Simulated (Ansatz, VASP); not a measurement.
## Two plane-wave programs on ZnSe

```
CELL_PARAMETERS angstrom
3.77967 0.00000 0.00000
-1.88983 3.27329 0.00000
0.00000 0.00000 6.13190
ATOMIC_POSITIONS crystal
Zn 0.00000 0.00000 0.00000
Zn 0.00000 0.00000 0.50000
Se 0.33333 0.66667 0.25000
Se 0.66667 0.33333 0.75000
```

Alike in both runs: task single point; functional r2SCAN; k mesh 6 × 6 × 4; occupations fermi-dirac, width 0.02 eV; no spin polarisation.

|  | VASP | Ansatz |
| --- | --- | --- |
| version | VASP 6.6.1 | Ansatz 0.2.0 |
| potentials or method | VASP PAW PBE potentials, release 64 (Zn, Se) | plane waves, PAW |
| plane-wave cutoff (eV) | 520 | 500 |
| valence electrons in the cell | 36 | 56 |

Ansatz gave:

- pressure (GPa): 0.0
- traceless stress, the component that is largest in VASP (GPa): 0.10

Which values does VASP return?

Pressure (GPa): 0.2; traceless stress, the component that is largest in VASP (GPa): 0.06.

VASP's potentials were made for PBE, not for r2SCAN. The functional is the same, so the differences come from potentials, cutoffs and numerics. VASP's potentials hold 36 valence electrons a cell and Ansatz's 56, so a difference there can come from the potentials and not from the codes.
